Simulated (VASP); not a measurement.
# Sn2Sb2Te (P6/mmm) in VASP: a series of runs

Runs on Sn2Sb2Te. Level: PBE. Tasks: single point.

Everything below comes from runs of VASP 6.6.1. Logs are shortened: lines on timing, memory, paths and dates and some standing lists are left out, and cuts for length are marked.

## 1. The cell of the first run

It takes space group P6/mmm (No. 191, hexagonal). The conventional cell has a = 5.821 Å, b = 5.821 Å, c = 5.263 Å, α = 90.00°, β = 90.00°, γ = 120.00°. Within 3.5 Å of Sn (site symmetry -6m2) lie 2 Sb at 2.63 Å and 3 Sn at 3.36 Å and 3 Te at 3.36 Å. Within 3.5 Å of Sb (site symmetry -6m2) lie 2 Sn at 2.63 Å and 3 Sb at 3.36 Å. Within 4.4 Å of Te (site symmetry 6/mmm) lie 6 Sn at 3.36 Å and 12 Sb at 4.27 Å.

The cell was generated, and may not be a known phase.

## 2. Single point, PBE

Contents of INCAR:

```
PREC = Accurate
ENCUT = 520
EDIFF = 1E-6
ISMEAR = 0
SIGMA = 0.1
LREAL = False
LASPH = True
NELM = 80
ALGO = Normal
ISIF = 2
LWAVE = False
LCHARG = True
GGA = PE
LELF = True
LVHAR = True
NBANDS = 30
```

Contents of KPOINTS:

```
Automatic mesh
0
Gamma
  3 3 4
```

Contents of POSCAR:

```
Sn2Sb2Te
1.0
    5.8205785100      0.0000000000      0.0000000000
   -2.9102892500      5.0407688500      0.0000000000
    0.0000000000      0.0000000000      5.2633189500
Sn Sb Te
2 2 1
Direct
    0.3333333300      0.6666666700      0.5000000000
    0.6666666700      0.3333333300      0.5000000000
    0.3333333300      0.6666666700      0.0000000000
    0.6666666700      0.3333333300      0.0000000000
    0.0000000000      0.0000000000      0.5000000000
```

Potentials or basis: VASP PAW PBE potentials, release 64 (Sn_d, Sb, Te).

On the command line:

```
cat potpaw_PBE.64/Sn_d/POTCAR potpaw_PBE.64/Sb/POTCAR potpaw_PBE.64/Te/POTCAR > POTCAR
mpirun -np 1 vasp_std > vasp.out
```

OUTCAR:

```text
PREC = Accurate
   ENCUT = 520
   EDIFF = 1E-6
   ISMEAR = 0
   LREAL = False
   LASPH = True
   NELM = 80
   ISIF = 2
   GGA = PE

 ion  position               nearest neighbor table
   1  0.333  0.667  0.500-   3 2.63   3 2.63   2 3.36   5 3.36   2 3.36   5 3.36   5 3.36   2 3.36

   2  0.667  0.333  0.500-   4 2.63   4 2.63   1 3.36   5 3.36   1 3.36   5 3.36   5 3.36   1 3.36

   3  0.333  0.667  0.000-   1 2.63   1 2.63   4 3.36   4 3.36   4 3.36
   4  0.667  0.333  0.000-   2 2.63   2 2.63   3 3.36   3 3.36   3 3.36
   5  0.000  0.000  0.500-   1 3.36   2 3.36   1 3.36   2 3.36   2 3.36   1 3.36

  LATTYP: Found a hexagonal cell.
 ALAT       =     5.8205785100
 C/A-ratio  =     0.9042604513

  Lattice vectors:

 A1 = (   5.8205785100,   0.0000000000,   0.0000000000)
 A2 = (  -2.9102892500,   5.0407688500,   0.0000000000)
 A3 = (   0.0000000000,   0.0000000000,   5.2633189500)

Analysis of symmetry for initial positions (statically):
=====================================================================
 Subroutine PRICEL returns:
 Original cell was already a primitive cell.

 Routine SETGRP: Setting up the symmetry group for a
 hexagonal supercell.

 Subroutine GETGRP returns: Found 24 space group operations
 (whereof 24 operations were pure point group operations)
 out of a pool of 24 trial point group operations.

The static configuration has the point symmetry D_6h.

Analysis of symmetry for dynamics (positions and initial velocities):
=====================================================================
 Subroutine PRICEL returns:
 Original cell was already a primitive cell.

 Routine SETGRP: Setting up the symmetry group for a
 hexagonal supercell.

 Subroutine GETGRP returns: Found 24 space group operations
 (whereof 24 operations were pure point group operations)
 out of a pool of 24 trial point group operations.

The dynamic configuration has the point symmetry D_6h.

 Subroutine INISYM returns: Found 24 space group operations
 (whereof 24 operations are pure point group operations),
 and found     1 'primitive' translations

----------------------------------------------------------------------------------------

                                     Primitive cell

  volume of cell :     154.4268
[... 77 lines left out ...]
   ENCUT  =  520.0 eV  38.22 Ry    6.18 a.u.  10.82 10.82  9.79*2*pi/ulx,y,z
   NELM   =     80;   NELMIN=  2; NELMDL= -5     # of ELM steps
   EDIFF  = 0.1E-05   stopping-criterion for ELM
   LREAL  =      F    real-space projection
   EDIFFG = 0.1E-04   stopping-criterion for IOM
   NSW    =      0    number of steps for IOM
   IBRION =     -1    ionic relax: 0-MD 1-quasi-New 2-CG
   NFREE  =      0    steps in history (QN), initial steepest desc. (CG)
   ISIF   =      2    stress and relaxation
   ISYM   =      2    0-nonsym 1-usesym 2-fastsym
   POTIM  = 0.5000    time-step for ionic-motion
   TEBEG  =    0.0;   TEEND  =   0.0 temperature during run
   PSTRESS=    0.0 pullay stress
   NELECT =      44.0000    total number of electrons
   NUPDOWN=      -1.0000    fix difference up-down
   EMIN   =  10.00;   EMAX   =-10.00  energy-range for DOS
   EFERMI =   0.00;   METHOD = LEGACY
   ISMEAR =     0;   SIGMA  =   0.10  broadening in eV -4-tet -1-fermi 0-gaus
   EFERMI_NEDOS =   21; number of points for ismear=-14 and -15
   IALGO  =     38    algorithm
   IMIX   =      4    mixing-type and parameters
     AMIX     =   0.40;   BMIX     =  1.00
     AMIX_MAG =   1.60;   BMIX_MAG =  1.00
  volume/ion in A,a.u.               =      30.89       208.42
  Fermi-wavevector in a.u.,A,eV,Ry     =   1.077254  2.035715 15.789242  1.160477
  Thomas-Fermi vector in A             =   2.213161
   LORBIT       =      0    0 simple, 1 ext, 2 COOP (PROOUT), +10 PAW based schemes
   GGA     = PE    functional components
   LHFCALC =     F    Hartree Fock is set to
   AEXX    =    0.0000 exact exchange contribution
   IVDW    =     0    specifies the selected vdW correction
   LEPSILON=     F    determine dielectric tensor
   LRPA    =     F    only Hartree local field effects (RPA)
 non-spin polarized calculation
 Gauss-broadening in eV      SIGMA  =   0.10
  energy-cutoff  :      520.00
  volume of cell :      154.43
 maximum number of plane-waves:      4195
 NGX is ok and might be reduce to    48
   NGX = 21   NGY = 21   NGZ = 19

 number of electron      43.9999987 magnetization

 Free energy of the ion-electron system (eV)
  ---------------------------------------------------
  ext. energy  EPLUGINS =         0.00000000
  ---------------------------------------------------
  free energy    TOTEN  =       -16.31076120 eV

  energy without entropy =      -16.27716526  energy(sigma->0) =      -16.29396323

 E-fermi :   6.5516     XC(G=0):  -9.4764

 val. band max:        6.5390594785   @ k =   0.3333   0.0000   0.2500
 cond. band min:       6.6005515343   @ k =   0.3333   0.3333   0.0000
 fundamental gap:      0.0614920558
 Fermi energy:         6.5515588699

 k-point     1 :       0.0000    0.0000    0.0000
  band No.  band energies     occupation
      1     -15.2712      2.00000
      2     -15.2118      2.00000
      3     -15.1429      2.00000
      4     -15.1429      2.00000
      5     -15.1421      2.00000
      6     -15.1421      2.00000
[... 286 lines left out ...]
     29       9.8076      0.00000
     30      10.4377      0.00000

------------------------ aborting loop because EDIFF is reached ----------------------------------------

  FORCE on cell =-STRESS in cart. coord.  units (eV):
  Direction    XX          YY          ZZ          XY          YZ          ZX
  --------------------------------------------------------------------------------------
  -------------------------------------------------------------------------------------
  Total       -3.5251149     -3.5251149     27.4433348     -0.0000000     -0.0000000      0.0000000
  in kB      -36.5730544    -36.5730543    284.7245028     -0.0000000     -0.0000000      0.0000000
  external PRESSURE =      70.5261314 kB  Pullay stress =       0.0000000 kB

 VOLUME and BASIS-vectors are now :
 -----------------------------------------------------------------------------
  energy-cutoff  :      520.00
  volume of cell :      154.43
      direct lattice vectors                 reciprocal lattice vectors
     5.820578510  0.000000000  0.000000000     0.171804228  0.099191217  0.000000000
    -2.910289250  5.040768850  0.000000000     0.000000000  0.198382435  0.000000000
     0.000000000  0.000000000  5.263318950     0.000000000  0.000000000  0.189994186

 POSITION                                       TOTAL-FORCE (eV/Angst)
 -----------------------------------------------------------------------------------
     -0.00000      3.36051      2.63166        -0.000000      0.000000      0.000000
      2.91029      1.68026      2.63166         0.000000      0.000000      0.000000
     -0.00000      3.36051      0.00000         0.000000     -0.000000      0.000000
      2.91029      1.68026      0.00000        -0.000000      0.000000      0.000000
      0.00000      0.00000      2.63166         0.000000      0.000000      0.000000
 -----------------------------------------------------------------------------------
    total drift:                               -0.000000      0.000000      0.000000

  FREE ENERGIE OF THE ION-ELECTRON SYSTEM (eV)
  ---------------------------------------------------
  free  energy   TOTEN  =       -16.3107612044 eV

  energy  without entropy=      -16.2771652566  energy(sigma->0) =      -16.29396323
```

OSZICAR:

```text
N       E                     dE             d eps       ncg     rms          rms(c)
DAV:   1     0.376910677080E+03    0.37691E+03   -0.19717E+04   562   0.161E+03
DAV:   2     0.322372901210E+02   -0.34467E+03   -0.33458E+03   540   0.439E+02
DAV:   3    -0.143176913569E+02   -0.46555E+02   -0.44997E+02   670   0.144E+02
DAV:   4    -0.163654415687E+02   -0.20478E+01   -0.20305E+01   630   0.324E+01
DAV:   5    -0.164308992569E+02   -0.65458E-01   -0.65442E-01   748   0.629E+00    0.605E+00
DAV:   6    -0.163375008274E+02    0.93398E-01   -0.12214E-01   710   0.257E+00    0.375E+00
DAV:   7    -0.163104710180E+02    0.27030E-01   -0.90336E-02   668   0.190E+00    0.459E-01
DAV:   8    -0.163106699534E+02   -0.19894E-03   -0.11120E-02   644   0.772E-01    0.203E-01
DAV:   9    -0.163107391494E+02   -0.69196E-04   -0.11754E-03   682   0.202E-01    0.650E-02
DAV:  10    -0.163107597796E+02   -0.20630E-04   -0.11194E-04   640   0.541E-02    0.314E-02
DAV:  11    -0.163107604067E+02   -0.62711E-06   -0.22992E-05   532   0.236E-02    0.146E-02
DAV:  12    -0.163107616031E+02   -0.11964E-05   -0.31855E-06   530   0.102E-02    0.437E-03
DAV:  13    -0.163107612044E+02    0.39873E-06   -0.24079E-07   342   0.414E-03
   1 F= -.16310761E+02 E0= -.16293963E+02  d E =-.335959E-01
```

Run time: 39 s. Hardware: 1 thread of Intel Xeon 6975P-C (Granite Rapids), shared host; peak memory 0.3 GiB.

Results:

```yaml
Free_energy: -16.3108 eV
Pressure: 7.1 GPa
Band_gap_on_the_k_mesh: zero (bands 22 and 23 overlap by 1.41 eV)
```

Caveat: the k points lie up to 0.42 Å⁻¹ apart, too coarse for converged energies and pressures of a metal; spin-orbit coupling is left out, which moves the levels of the heavy elements.

[end of part 1 of 2]

The gap in the log of VASP goes by the Fermi energy; the results here count the filled bands.